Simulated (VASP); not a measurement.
# AlCo2 (P6/mmm) in VASP: relaxation of cell and atoms with PBE

Aim: the relaxation of cell and atoms of AlCo2 with PBE.

Everything below comes from runs of VASP 6.6.1. Logs are shortened: lines on timing, memory, paths and dates and some standing lists are left out, and cuts for length are marked.

### 1 The cell of the first run

The structure is hexagonal, space group P6/mmm (No. 191). The conventional cell has a = 4.013 Å, b = 4.013 Å, c = 2.565 Å, α = 90.00°, β = 90.00°, γ = 120.00°. Within 3.4 Å of Al (site symmetry 6/mmm) lie 2 Al at 2.56 Å and 12 Co at 2.65 Å. Co (site symmetry -6m2) has 5 Co at 2.32 to 2.56 Å and 6 Al at 2.65 Å within 3.1 Å.

The cell was generated, and may not be a known phase.

### 2 Relaxation of cell and atoms, PBE, collinear spin, ferromagnetic start

Input file INCAR:

```
PREC     = Accurate       # precision mode
ENCUT    = 600            # plane-wave cutoff, eV
EDIFF    = 1E-6           # SCF threshold, eV
ISMEAR   = 0              # smearing method
SIGMA    = 0.1            # smearing width, eV
LREAL    = False          # projectors in reciprocal space
LASPH    = True           # aspherical terms in the spheres
NELM     = 150            # most SCF steps
ALGO     = Normal         # electronic algorithm
ISIF     = 3              # what is computed and relaxed
LWAVE    = False          # write WAVECAR
LCHARG   = False          # write CHGCAR
ISPIN    = 2              # spin polarisation
MAGMOM   = 0 1.38 1.38    # initial moments
LORBIT   = 11             # projections on sites
LMAXMIX  = 4              # l up to which the mixer works
GGA      = PE             # functional
IBRION   = 2              # ionic algorithm
NSW      = 100            # ionic steps
EDIFFG   = -0.01          # ionic threshold
```

Input file KPOINTS:

```
regular mesh
0
Gamma
  12 12 18
```

Input file POSCAR:

```
AlCo2
1.0
    4.0125411402      0.0000000000      0.0000000000
   -2.0062705701      3.4749625612      0.0000000000
    0.0000000000      0.0000000000      2.5648615529
Al Co
1 2
Direct
    0.0000000000      0.0000000000      0.0000000000
    0.3333333333      0.6666666667      0.5000000000
    0.6666666667      0.3333333333      0.5000000000
```

Potentials or basis: VASP PAW PBE potentials, release 64 (Al, Co).

Run with:

```bash
$ cat potpaw_PBE.64/Al/POTCAR potpaw_PBE.64/Co/POTCAR > POTCAR
$ mpirun -np 1 vasp_std > vasp.out
```

OUTCAR:

```text
PREC = Accurate
   ENCUT = 600
   EDIFF = 1E-6
   ISMEAR = 0
   LREAL = False
   LASPH = True
   NELM = 150
   ISIF = 3
   ISPIN = 2
   LORBIT = 11
   GGA = PE
   IBRION = 2
   NSW = 100
   EDIFFG = -0.01

 ion  position               nearest neighbor table
   1  0.000  0.000  0.000-   2 2.65   3 2.65   2 2.65   3 2.65   3 2.65   3 2.65   2 2.65   2 2.65
                             3 2.65   3 2.65   2 2.65   2 2.65
   2  0.333  0.667  0.500-   3 2.32   3 2.32   3 2.32   1 2.65   1 2.65   1 2.65   1 2.65   1 2.65
                             1 2.65
   3  0.667  0.333  0.500-   2 2.32   2 2.32   2 2.32   1 2.65   1 2.65   1 2.65   1 2.65   1 2.65
                             1 2.65

  LATTYP: Found a hexagonal cell.
 ALAT       =     4.0125411402
 C/A-ratio  =     0.6392112787

  Lattice vectors:

 A1 = (   4.0125411402,   0.0000000000,   0.0000000000)
 A2 = (  -2.0062705701,   3.4749625612,   0.0000000000)
 A3 = (   0.0000000000,   0.0000000000,   2.5648615529)

Analysis of symmetry for initial positions (statically):
=====================================================================
 Subroutine PRICEL returns:
 Original cell was already a primitive cell.

 Routine SETGRP: Setting up the symmetry group for a
 hexagonal supercell.

 Subroutine GETGRP returns: Found 24 space group operations
 (whereof 24 operations were pure point group operations)
 out of a pool of 24 trial point group operations.

The static configuration has the point symmetry D_6h.

Analysis of symmetry for dynamics (positions and initial velocities):
=====================================================================
 Subroutine PRICEL returns:
 Original cell was already a primitive cell.

 Routine SETGRP: Setting up the symmetry group for a
 hexagonal supercell.

 Subroutine GETGRP returns: Found 24 space group operations
 (whereof 24 operations were pure point group operations)
 out of a pool of 24 trial point group operations.

The dynamic configuration has the point symmetry D_6h.

Analysis of structural, dynamic, and magnetic symmetry:
=====================================================================
 Subroutine PRICEL returns:
 Original cell was already a primitive cell.

 Routine SETGRP: Setting up the symmetry group for a
 hexagonal supercell.

 Subroutine GETGRP returns: Found 24 space group operations
 (whereof 24 operations were pure point group operations)
 out of a pool of 24 trial point group operations.

The overall configuration has the point symmetry D_6h.

 Subroutine INISYM returns: Found 24 space group operations
 (whereof 24 operations are pure point group operations),
 and found     1 'primitive' translations

----------------------------------------------------------------------------------------

                                     Primitive cell

  volume of cell :      35.7630

  direct lattice vectors                    reciprocal lattice vectors
     4.012541140  0.000000000  0.000000000     0.249218629  0.143886442  0.000000000
    -2.006270570  3.474962561  0.000000000     0.000000000  0.287772885  0.000000000
     0.000000000  0.000000000  2.564861553     0.000000000  0.000000000  0.389884592

  length of vectors
     4.012541140  4.012541140  2.564861553     0.287772885  0.287772885  0.389884592

  position of ions in fractional coordinates (direct lattice)
     0.000000000  0.000000000  0.000000000
     0.333333333  0.666666667  0.500000000
     0.666666667  0.333333333  0.500000000

  ion indices of the primitive-cell ions
   primitive index   ion index
                 1           1
                 2           2
                 3           3

----------------------------------------------------------------------------------------

 KPOINTS: regular mesh

Automatic generation of k-mesh.
 Grid dimensions read from file:
 generate k-points for:   12   12   18

 Generating k-lattice:

  Cartesian coordinates                     Fractional coordinates (reciprocal lattice)
     0.020768219  0.011990537  0.000000000     0.083333333  0.000000000  0.000000000
     0.000000000  0.023981074  0.000000000     0.000000000  0.083333333  0.000000000
     0.000000000  0.000000000  0.021660255     0.000000000  0.000000000  0.055555556

  Length of vectors
     0.023981074  0.023981074  0.021660255

  Shift w.r.t. Gamma in fractional coordinates (k-lattice)
     0.000000000  0.000000000  0.000000000

 Subroutine IBZKPT returns following result:
 ===========================================

 Found    190 irreducible k-points:

 Following reciprocal coordinates:
            Coordinates               Weight
  0.000000  0.000000  0.000000      1.000000
  0.083333 -0.000000  0.000000      6.000000
  0.166667 -0.000000  0.000000      6.000000
  0.250000 -0.000000  0.000000      6.000000
  0.333333  0.000000  0.000000      6.000000
  0.416667 -0.000000  0.000000      6.000000
[... 16 lines left out ...]
  0.250000 -0.000000  0.055556     12.000000
  0.333333  0.000000  0.055556     12.000000
 [... further k-points ...]
   k-points           NKPTS =    190   k-points in BZ     NKDIM =    190   number of bands    NBANDS=     15
   number of dos      NEDOS =    301   number of ions     NIONS =      3
   total plane-waves  NPLWV =  20480
   dimension x,y,z NGX =    32 NGY =   32 NGZ =   20
   dimension x,y,z NGXF=    64 NGYF=   64 NGZF=   40
   ions per type =               1   2
   NGX,Y,Z   is equivalent  to a cutoff of  13.26, 13.26, 12.96 a.u.
   NGXF,Y,Z  is equivalent  to a cutoff of  26.52, 26.52, 25.93 a.u.
 SYSTEM =  unknown system
   PREC   = accura    normal or accurate (medium, high low for compatibility)
   ISTART =      0    job   : 0-new  1-cont  2-samecut
   ICHARG =      2    charge: 1-file 2-atom 10-const
   ISPIN  =      2    spin polarized calculation?
   LNONCOLLINEAR =      F non collinear calculations
   LSORBIT =      F    spin-orbit coupling
   LASPH  =      T    aspherical Exc in radial PAW
   ENCUT  =  600.0 eV  44.10 Ry    6.64 a.u.   8.01  8.01  5.12*2*pi/ulx,y,z
   NELM   =    150;   NELMIN=  2; NELMDL= -5     # of ELM steps
   EDIFF  = 0.1E-05   stopping-criterion for ELM
   LREAL  =      F    real-space projection
   EDIFFG = -.1E-01   stopping-criterion for IOM
   NSW    =    100    number of steps for IOM
   IBRION =      2    ionic relax: 0-MD 1-quasi-New 2-CG
   NFREE  =      1    steps in history (QN), initial steepest desc. (CG)
   ISIF   =      3    stress and relaxation
   ISYM   =      2    0-nonsym 1-usesym 2-fastsym
   POTIM  = 0.5000    time-step for ionic-motion
   TEBEG  =    0.0;   TEEND  =   0.0 temperature during run
   PSTRESS=    0.0 pullay stress
   NELECT =      21.0000    total number of electrons
   NUPDOWN=      -1.0000    fix difference up-down
   EMIN   =  10.00;   EMAX   =-10.00  energy-range for DOS
   EFERMI =   0.00;   METHOD = LEGACY
   ISMEAR =     0;   SIGMA  =   0.10  broadening in eV -4-tet -1-fermi 0-gaus
   EFERMI_NEDOS =   21; number of points for ismear=-14 and -15
   IALGO  =     38    algorithm
   IMIX   =      4    mixing-type and parameters
     AMIX     =   0.40;   BMIX     =  1.00
     AMIX_MAG =   1.60;   BMIX_MAG =  1.00
  volume/ion in A,a.u.               =      11.92        80.45
  Fermi-wavevector in a.u.,A,eV,Ry     =   1.370893  2.590611 25.570059  1.879346
  Thomas-Fermi vector in A             =   2.496638
   LORBIT       =     11    0 simple, 1 ext, 2 COOP (PROOUT), +10 PAW based schemes
   GGA     = PE    functional components
   LHFCALC =     F    Hartree Fock is set to
   AEXX    =    0.0000 exact exchange contribution
   IVDW    =     0    specifies the selected vdW correction
   LEPSILON=     F    determine dielectric tensor
   LRPA    =     F    only Hartree local field effects (RPA)
 conjugate gradient relaxation of ions
 spin polarized calculation
 Gauss-broadening in eV      SIGMA  =   0.10
  energy-cutoff  :      600.00
  volume of cell :       35.76
 maximum number of plane-waves:      1222
   NGX = 17   NGY = 17   NGZ = 11

--------------------------------------- Ionic step        1  -------------------------------------------

 number of electron      21.0000002 magnetization       2.3547347

 Free energy of the ion-electron system (eV)
  ---------------------------------------------------
  ext. energy  EPLUGINS =         0.00000000
  ---------------------------------------------------
  free energy    TOTEN  =       -18.30311137 eV

  energy without entropy =      -18.28510810  energy(sigma->0) =      -18.29410973

------------------------ aborting loop because EDIFF is reached ----------------------------------------

  FORCE on cell =-STRESS in cart. coord.  units (eV):
  Direction    XX          YY          ZZ          XY          YZ          ZX
  --------------------------------------------------------------------------------------
  -------------------------------------------------------------------------------------
  Total       -0.1506934     -0.1506934      0.0744454      0.0000000      0.0000000      0.0000000
  in kB       -6.7510488     -6.7510488      3.3351473      0.0000000      0.0000000      0.0000000
  external PRESSURE =      -3.3889834 kB  Pullay stress =       0.0000000 kB
[... 98 lines left out ...]
--------------------------------------- Ionic step        4  -------------------------------------------

 number of electron      21.0000002 magnetization       2.3424611

 Free energy of the ion-electron system (eV)
  ---------------------------------------------------
  ext. energy  EPLUGINS =         0.00000000
  ---------------------------------------------------
  free energy    TOTEN  =       -18.30345147 eV

  energy without entropy =      -18.28522556  energy(sigma->0) =      -18.29433852

 E-fermi :   9.9389     XC(G=0): -12.3601

 val. band max:        9.9380331971   @ k =   0.4167   0.1667   0.1667
 cond. band min:       9.9399506664   @ k =   0.4167   0.1667   0.2778
 fundamental gap:      0.0019174692
 Fermi energy:         9.9388623867

 spin component 1

 k-point     1 :       0.0000    0.0000    0.0000
  band No.  band energies     occupation
      1      -0.3704      1.00000
      2       6.1829      1.00000
      3       6.1829      1.00000
      4       6.2836      1.00000
      5       7.3069      1.00000
      6       7.3069      1.00000
      7       7.3699      1.00000
      8       8.1102      1.00000
      9       8.1102      1.00000
     10       8.9640      1.00000
     11       8.9640      1.00000
     12      13.1355      0.00000
     13      13.1355      0.00000
     14      13.5129      0.00000
[... 403 lines left out ...]
      4       6.5122      1.00000
      5       6.6910      1.00000
      6       7.3236      1.00000
      7       7.5360      1.00000
      8       8.1029      1.00000
      9       8.1377      1.00000
     10       8.7933      1.00000
     11       9.0621      1.00000
     12       9.6892      0.99979
     13      10.0156      0.13892
     14      13.5907      0.00000
     15      18.6719      0.00000

 [... further k-points ...]

 spin component 2

 k-point     1 :       0.0000    0.0000    0.0000
  band No.  band energies     occupation
      1      -0.3881      1.00000
      2       6.8002      1.00000
      3       6.8002      1.00000
      4       7.1168      1.00000
      5       8.2159      1.00000
      6       8.2159      1.00000
      7       8.2951      1.00000
      8       9.4780      1.00000
      9       9.4780      1.00000
     10      10.4132      0.00000
     11      10.4132      0.00000
     12      13.3969      0.00000
     13      13.3969      0.00000
     14      13.6049      0.00000
[... 445 lines left out ...]
  FREE ENERGIE OF THE ION-ELECTRON SYSTEM (eV)
  ---------------------------------------------------
  free  energy   TOTEN  =       -18.3034514723 eV

  energy  without entropy=      -18.2852255637  energy(sigma->0) =      -18.29433852

 reached required accuracy - stopping structural energy minimisation

 total charge

# of ion       s       p       d       tot
------------------------------------------
    1        0.382   0.411   0.000   0.793
    2        0.475   0.490   7.365   8.329
    3        0.475   0.490   7.365   8.329
--------------------------------------------------
tot          1.332   1.390  14.729  17.452

 magnetization (x)

# of ion       s       p       d       tot
------------------------------------------
    1       -0.007  -0.021   0.000  -0.028
    2       -0.001  -0.007   1.223   1.215
    3       -0.001  -0.007   1.223   1.215
--------------------------------------------------
tot         -0.010  -0.034   2.445   2.402
```

Wall time 12 min (1 thread of Oxide Virtual Turin-like, shared host); peak memory 0.29 GiB.

What came out:

| Property | Result |
| --- | --- |
| Free energy | -18.3035 eV |
| Relaxed volume | 11.90 Å³/atom |
| Relaxed cell | a = 4.005 Å, b = 4.005 Å, c = 2.571 Å, α = 90.00°, β = 90.00°, γ = 120.00° |
| Space group after relaxing (to 0.1 Å) | P6/mmm (No. 191) |
| Energy gained by relaxing | 0.1 meV/atom |
| Ionic steps | 4 |
| Pressure after relaxing | 0.0 GPa |
| Net moment | 2.34 μB per cell |
| Site moments | Al -0.03; Co +1.22 μB |
| Valence electrons inside the program's atomic spheres | Al 0.79; Co 8.33 |

The path:
| step | energy change (eV) | largest force (eV/Å) | pressure (GPa) | volume (Å³) |
| --- | --- | --- | --- | --- |
| 1 | 0.0000 | 0.0000 | -0.34 | 35.76 |
| 2 | -0.0003 | 0.0000 | 0.33 | 35.63 |
| 3 | -0.0003 | 0.0000 | 0.19 | 35.67 |
| 4 | -0.0003 | 0.0000 | -0.04 | 35.71 |

Final structure:
```
Al Co
1.0
     4.00518    0.00000    0.00000
    -2.00259    3.46859    0.00000
     0.00000    0.00000    2.57083
Al Co
1 2
Cartesian
  4.0052 0.0000 0.0000
  0.0000 2.3124 1.2854
  2.0026 1.1562 1.2854
```
